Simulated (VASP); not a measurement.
Write the native input for VASP 6.6.1 that does the following.

```
Task                   : electric field gradients
Functional             : PBE
Potentials or basis    : VASP PAW PBE potentials, release 64 (Cs_sv)
Cutoff                 : 520 eV
k mesh                 : 3 × 4 × 5
Occupations            : fermi-dirac, width 0.05 eV
Spin                   : no spin polarisation
Dipole correction      : no
Further INCAR settings : ALGO = Fast; EDIFF = 1e-08; NBANDS = 26
```

The structure of Cs lies in POSCAR:

```
Cs
1.0
   10.3671850000      0.0000000000      0.0000000000
    0.0000000000      8.2377410000      0.0000000000
    0.0000000000      0.0000000000      5.4439640000
Cs
4
Direct
    0.1318870000      0.7500000000      0.8392310000
    0.6318870000      0.7500000000      0.6607690000
    0.8681130000      0.2500000000      0.1607690000
    0.3681130000      0.2500000000      0.3392310000
```

The input as run:

INCAR

```
  ALGO = Fast
  EDIFF = 1E-8
  ENCUT = 520
  GGA = PE
  ISIF = 2
  ISMEAR = -1
  LASPH = True
  LCHARG = False
  LEFG = True
  LREAL = False
  LWAVE = False
  NBANDS = 26
  NELM = 100
  PREC = Accurate
  SIGMA = 0.05
```

KPOINTS

```
k-points
0
Gamma
  3 4 5
```

Potentials or basis: VASP PAW PBE potentials, release 64 (Cs_sv).

The run is started by

```sh
$ cat potpaw_PBE.64/Cs_sv/POTCAR > POTCAR
$ mpirun -np 1 vasp_std > vasp.out
```

It gave:

* Pressure: 0.0 GPa
* Largest force: 0.012 eV/Å
* Band gap on the k mesh: zero (bands 18 and 19 overlap by 0.61 eV)
* Largest electric field gradient by atom: Cs +3.8 V/Å²

Caveat: without QUAD_EFG the Cq values of the log hold for a quadrupole moment of 1 mb, not for the nuclei; spin-orbit coupling is left out, which moves the levels of the heavy elements.

It took 88 s on 1 thread of Intel(R) Xeon(R) 6975P-C (Granite Rapids) (shared host), peak memory 0.53 GiB.
